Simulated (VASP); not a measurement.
# Pb (P6_3/mmc) in VASP: further runs

The runs below take Pb through single point, with PBE.

Program: VASP 6.6.1. These are calculated values, not measurements. Logs are shortened: lines on timing, memory, paths and dates and some standing lists are left out, and cuts for length are marked.

## 1. The cell of the first run

Symmetry: P6_3/mmc, No. 194, hexagonal system. Conventional cell: a = 3.375 Å, b = 3.375 Å, c = 11.003 Å, α = 90.00°, β = 90.00°, γ = 120.00°. Within 4.4 Å of Pb (site symmetry -3m) lie 12 Pb at 3.37 to 3.38 Å. Within 4.4 Å of Pb (site symmetry -6m2) lie 12 Pb at 3.37 to 3.38 Å.

## 2. Single point, PBE

INCAR reads:

```
ALGO = Normal
EDIFF = 1E-6
ENCUT = 520
GGA = PE
ISIF = 2
ISMEAR = -1
LASPH = True
LCHARG = True
LELF = True
LREAL = False
LVHAR = True
LWAVE = False
NBANDS = 36
NELM = 100
PREC = Accurate
SIGMA = 0.1
```

KPOINTS reads:

```
k-points
0
Gamma
  10 10 3
```

POSCAR reads:

```
Pb
1.0
    3.3750503451      0.0000000000      0.0000000000
   -1.6875251726      2.9228793379      0.0000000000
    0.0000000000      0.0000000000     11.0029962978
Pb
4
Direct
    0.0000000000      0.0000000000      0.0000000000
    0.0000000000      0.0000000000      0.5000000000
    0.3333333333      0.6666666667      0.2500000000
    0.6666666667      0.3333333333      0.7500000000
```

Potentials or basis: VASP PAW PBE potentials, release 64 (Pb_d).

Launch:

```bash
$ cat potpaw_PBE.64/Pb_d/POTCAR > POTCAR
$ mpirun -np 1 vasp_std > vasp.out
```

OUTCAR:

```text
EDIFF = 1E-6
   ENCUT = 520
   GGA = PE
   ISIF = 2
   ISMEAR = -1
   LASPH = True
   LREAL = False
   NELM = 100
   PREC = Accurate

 ion  position               nearest neighbor table
   1  0.000  0.000  0.000-   3 3.37   4 3.37   4 3.37   3 3.37   4 3.37   3 3.37
   2  0.000  0.000  0.500-   3 3.37   4 3.37   4 3.37   3 3.37   4 3.37   3 3.37
   3  0.333  0.667  0.250-   1 3.37   2 3.37   1 3.37   2 3.37   1 3.37   2 3.37
   4  0.667  0.333  0.750-   1 3.37   2 3.37   1 3.37   2 3.37   1 3.37   2 3.37

  LATTYP: Found a hexagonal cell.
 ALAT       =     3.3750503451
 C/A-ratio  =     3.2600984201

  Lattice vectors:

 A1 = (   3.3750503451,   0.0000000000,   0.0000000000)
 A2 = (  -1.6875251726,   2.9228793379,   0.0000000000)
 A3 = (   0.0000000000,   0.0000000000,  11.0029962978)

Analysis of symmetry for initial positions (statically):
=====================================================================
 Subroutine PRICEL returns:
 Original cell was already a primitive cell.

 Routine SETGRP: Setting up the symmetry group for a
 hexagonal supercell.

 Subroutine GETGRP returns: Found 24 space group operations
 (whereof 12 operations were pure point group operations)
 out of a pool of 24 trial point group operations.

The static configuration has the point symmetry D_3d.
 The point group associated with its full space group is D_6h.

Analysis of symmetry for dynamics (positions and initial velocities):
=====================================================================
 Subroutine PRICEL returns:
 Original cell was already a primitive cell.

 Routine SETGRP: Setting up the symmetry group for a
 hexagonal supercell.

 Subroutine GETGRP returns: Found 24 space group operations
 (whereof 12 operations were pure point group operations)
 out of a pool of 24 trial point group operations.

The dynamic configuration has the point symmetry D_3d.
 The point group associated with its full space group is D_6h.

 Subroutine INISYM returns: Found 24 space group operations
 (whereof 12 operations are pure point group operations),
 and found     1 'primitive' translations

----------------------------------------------------------------------------------------

                                     Primitive cell

  volume of cell :     108.5431

  direct lattice vectors                    reciprocal lattice vectors
     3.375050345  0.000000000  0.000000000     0.296291876  0.171064195  0.000000000
    -1.687525173  2.922879338  0.000000000     0.000000000  0.342128389  0.000000000
     0.000000000  0.000000000 11.002996298     0.000000000  0.000000000  0.090884335

  length of vectors
     3.375050345  3.375050345 11.002996298     0.342128389  0.342128389  0.090884335

  position of ions in fractional coordinates (direct lattice)
     0.000000000  0.000000000  0.000000000
     0.000000000  0.000000000  0.500000000
     0.333333333  0.666666667  0.250000000
     0.666666667  0.333333333  0.750000000

  ion indices of the primitive-cell ions
   primitive index   ion index
                 1           1
                 2           2
                 3           3
                 4           4

----------------------------------------------------------------------------------------

 KPOINTS: k-points

Automatic generation of k-mesh.
 Grid dimensions read from file:
 generate k-points for:   10   10    3

 Generating k-lattice:

  Cartesian coordinates                     Fractional coordinates (reciprocal lattice)
     0.029629188  0.017106419  0.000000000     0.100000000  0.000000000  0.000000000
     0.000000000  0.034212839  0.000000000     0.000000000  0.100000000  0.000000000
     0.000000000  0.000000000  0.030294778     0.000000000  0.000000000  0.333333333

  Length of vectors
     0.034212839  0.034212839  0.030294778

  Shift w.r.t. Gamma in fractional coordinates (k-lattice)
     0.000000000  0.000000000  0.000000000

 Subroutine IBZKPT returns following result:
 ===========================================

 Found     28 irreducible k-points:

 Following reciprocal coordinates:
            Coordinates               Weight
  0.000000  0.000000  0.000000      1.000000
  0.100000 -0.000000  0.000000      6.000000
  0.200000 -0.000000  0.000000      6.000000
  0.300000  0.000000  0.000000      6.000000
  0.400000  0.000000  0.000000      6.000000
  0.500000  0.000000  0.000000      3.000000
[... 16 lines left out ...]
  0.300000  0.100000  0.333333     24.000000
  0.400000  0.100000  0.333333     24.000000
 [... further k-points ...]
   k-points           NKPTS =     28   k-points in BZ     NKDIM =     28   number of bands    NBANDS=     36
   number of dos      NEDOS =    301   number of ions     NIONS =      4
   total plane-waves  NPLWV =  65856
   dimension x,y,z NGX =    28 NGY =   28 NGZ =   84
   dimension x,y,z NGXF=    56 NGYF=   56 NGZF=  168
   ions per type =               4
   NGX,Y,Z   is equivalent  to a cutoff of  13.79, 13.79, 12.69 a.u.
   NGXF,Y,Z  is equivalent  to a cutoff of  27.58, 27.58, 25.38 a.u.
 SYSTEM =  unknown system
   PREC   = accura    normal or accurate (medium, high low for compatibility)
   ISTART =      0    job   : 0-new  1-cont  2-samecut
   ICHARG =      2    charge: 1-file 2-atom 10-const
   ISPIN  =      1    spin polarized calculation?
   LNONCOLLINEAR =      F non collinear calculations
   LSORBIT =      F    spin-orbit coupling
   LASPH  =      T    aspherical Exc in radial PAW
   ENCUT  =  520.0 eV  38.22 Ry    6.18 a.u.   6.28  6.28 20.46*2*pi/ulx,y,z
   NELM   =    100;   NELMIN=  2; NELMDL= -5     # of ELM steps
   EDIFF  = 0.1E-05   stopping-criterion for ELM
   LREAL  =      F    real-space projection
   EDIFFG = 0.1E-04   stopping-criterion for IOM
   NSW    =      0    number of steps for IOM
   IBRION =     -1    ionic relax: 0-MD 1-quasi-New 2-CG
   NFREE  =      0    steps in history (QN), initial steepest desc. (CG)
   ISIF   =      2    stress and relaxation
   ISYM   =      2    0-nonsym 1-usesym 2-fastsym
   POTIM  = 0.5000    time-step for ionic-motion
   TEBEG  =    0.0;   TEEND  =   0.0 temperature during run
   PSTRESS=    0.0 pullay stress
   NELECT =      56.0000    total number of electrons
   NUPDOWN=      -1.0000    fix difference up-down
   EMIN   =  10.00;   EMAX   =-10.00  energy-range for DOS
   EFERMI =   0.00;   METHOD = LEGACY
   ISMEAR =    -1;   SIGMA  =   0.10  broadening in eV -4-tet -1-fermi 0-gaus
   EFERMI_NEDOS =   21; number of points for ismear=-14 and -15
   IALGO  =     38    algorithm
   IMIX   =      4    mixing-type and parameters
     AMIX     =   0.40;   BMIX     =  1.00
     AMIX_MAG =   1.60;   BMIX_MAG =  1.00
  volume/ion in A,a.u.               =      27.14       183.12
  Fermi-wavevector in a.u.,A,eV,Ry     =   1.313016  2.481241 23.456607  1.724012
  Thomas-Fermi vector in A             =   2.443368
   LORBIT       =      0    0 simple, 1 ext, 2 COOP (PROOUT), +10 PAW based schemes
   GGA     = PE    functional components
   LHFCALC =     F    Hartree Fock is set to
   AEXX    =    0.0000 exact exchange contribution
   IVDW    =     0    specifies the selected vdW correction
   LEPSILON=     F    determine dielectric tensor
   LRPA    =     F    only Hartree local field effects (RPA)
 non-spin polarized calculation
  energy-cutoff  :      520.00
  volume of cell :      108.54
 maximum number of plane-waves:      2936
 NGX is ok and might be reduce to    28

 number of electron      55.9999999 magnetization

 Free energy of the ion-electron system (eV)
  ---------------------------------------------------
  ext. energy  EPLUGINS =         0.00000000
  ---------------------------------------------------
  free energy    TOTEN  =       -13.76555753 eV

  energy without entropy =      -13.70363021  energy(sigma->0) =      -13.73459387

 E-fermi :   8.5991     XC(G=0): -10.7324

 val. band max:        8.5412585825   @ k =   0.3000   0.2000   0.3333
 cond. band min:       8.6238579116   @ k =   0.2000   0.2000   0.0000
 fundamental gap:      0.0825993291
 Fermi energy:         8.5991391906

 k-point     1 :       0.0000    0.0000    0.0000
  band No.  band energies     occupation
      1      -8.6548      2.00000
      2      -8.6172      2.00000
      3      -8.6035      2.00000
      4      -8.5883      2.00000
      5      -8.5808      2.00000
      6      -8.5808      2.00000
[... 28 lines left out ...]
     35      16.8638      0.00000
     36      17.0022      0.00000

 k-point     2 :       0.1000   -0.0000    0.0000
  band No.  band energies     occupation
      1      -8.6411      2.00000
      2      -8.6231      2.00000
      3      -8.6017      2.00000
      4      -8.5842      2.00000
      5      -8.5808      2.00000
      6      -8.5768      2.00000
[... 28 lines left out ...]
     35      16.7328      0.00000
     36      17.1840      0.00000

 k-point     3 :       0.2000   -0.0000    0.0000
  band No.  band energies     occupation
      1      -8.6796      2.00000
      2      -8.6405      2.00000
      3      -8.6310      2.00000
      4      -8.5778      2.00000
      5      -8.5678      2.00000
      6      -8.5349      2.00000
[... 28 lines left out ...]
     35      15.6507      0.00000
     36      16.2971      0.00000
[... 742 lines left out ...]
 k-point    23 :       0.3000    0.1000    0.3333
  band No.  band energies     occupation
      1      -8.7253      2.00000
      2      -8.7025      2.00000
      3      -8.6379      2.00000
      4      -8.6153      2.00000
      5      -8.5978      2.00000
      6      -8.5813      2.00000
[... 28 lines left out ...]
     35      13.5487      0.00000
     36      14.3340      0.00000

 k-point    24 :       0.4000    0.1000    0.3333
  band No.  band energies     occupation
      1      -8.7526      2.00000
      2      -8.7272      2.00000
      3      -8.6672      2.00000
      4      -8.6473      2.00000
      5      -8.6096      2.00000
      6      -8.5941      2.00000
[... 28 lines left out ...]
     35      12.6945      0.00000
     36      13.5173      0.00000

 [... further k-points ...]

------------------------ aborting loop because EDIFF is reached ----------------------------------------

  FORCE on cell =-STRESS in cart. coord.  units (eV):
  Direction    XX          YY          ZZ          XY          YZ          ZX
  --------------------------------------------------------------------------------------
  -------------------------------------------------------------------------------------
  Total        6.3584671      6.3584671      6.2980656     -0.0000000      0.0000000      0.0000000
  in kB       93.8557534     93.8557534     92.9641823     -0.0000000      0.0000000      0.0000000
  external PRESSURE =      93.5585631 kB  Pullay stress =       0.0000000 kB

 VOLUME and BASIS-vectors are now :
 -----------------------------------------------------------------------------
  energy-cutoff  :      520.00
  volume of cell :      108.54
      direct lattice vectors                 reciprocal lattice vectors
     3.375050345  0.000000000  0.000000000     0.296291876  0.171064195  0.000000000
    -1.687525173  2.922879338  0.000000000     0.000000000  0.342128389  0.000000000
     0.000000000  0.000000000 11.002996298     0.000000000  0.000000000  0.090884335

 POSITION                                       TOTAL-FORCE (eV/Angst)
 -----------------------------------------------------------------------------------
      0.00000      0.00000      0.00000         0.000000      0.000000      0.000000
      0.00000      0.00000      5.50150         0.000000      0.000000      0.000000
     -0.00000      1.94859      2.75075        -0.000000      0.000000     -0.000000
      1.68753      0.97429      8.25225         0.000000     -0.000000      0.000000
 -----------------------------------------------------------------------------------
    total drift:                                0.000000     -0.000000      0.000000

  FREE ENERGIE OF THE ION-ELECTRON SYSTEM (eV)
  ---------------------------------------------------
  free  energy   TOTEN  =       -13.7655575267 eV

  energy  without entropy=      -13.7036302080  energy(sigma->0) =      -13.73459387
```

Wall time 60 s (1 thread of Intel Xeon 6975P-C (Granite Rapids), shared host); peak memory 0.27 GiB.

What came out:

```
Free energy            : -13.7656 eV
Pressure               : 9.4 GPa
Band gap on the k mesh : zero (band 28 reaches 14.91 eV, above the bottom of band 29 at 6.89 eV)
```

Stress tensor (GPa, compression positive):
```
9.39 0.00 0.00
0.00 9.39 0.00
0.00 0.00 9.30
```

Caveat: spin-orbit coupling is left out, which moves the levels of the heavy elements.

## 3. Single point, PBE

INCAR reads:

```
SYSTEM = Pb
  ALGO = Normal
  EDIFF = 1E-6
  ENCUT = 520
  GGA = PE
  ISIF = 2
  ISMEAR = -1
  LASPH = .TRUE.
  LCHARG = .FALSE.
  LREAL = .FALSE.
  LWAVE = .FALSE.
  NBANDS = 36
  NELM = 80
  PREC = Accurate
  SIGMA = 0.1
```

KPOINTS reads:

```
k-points
0
G
  10 10 3
  0 0 0
```

POSCAR is that of step 2.

Potentials or basis: VASP PAW PBE potentials, release 64 (Pb_d).

Launch:

```bash
$ cat potpaw_PBE.64/Pb_d/POTCAR > POTCAR
$ mpirun -np 1 vasp_std > vasp.out
```

It took 58 s on 1 thread of Intel Xeon 6975P-C (Granite Rapids), shared host; peak memory 0.27 GiB.

It converged, with:

```
Free energy            : -13.7656 eV
Pressure               : 9.4 GPa
Band gap on the k mesh : zero (band 28 reaches 14.91 eV, above the bottom of band 29 at 6.89 eV)
```

Stress tensor (GPa, compression positive):
```
9.39 0.00 0.00
0.00 9.39 0.00
0.00 0.00 9.30
```

Levels at points of the mesh, in eV from the Fermi level:
```
           k point  band 26  band 27  band 28  band 29  band 30  band 31
(0.00, 0.00, 0.00)     0.96     0.97     6.19     6.19     7.13     7.13
(0.50, 0.00, 0.00)    -4.25    -2.50    -1.97    -0.12     0.85     2.15
```

Caveat: spin-orbit coupling is left out, which moves the levels of the heavy elements.
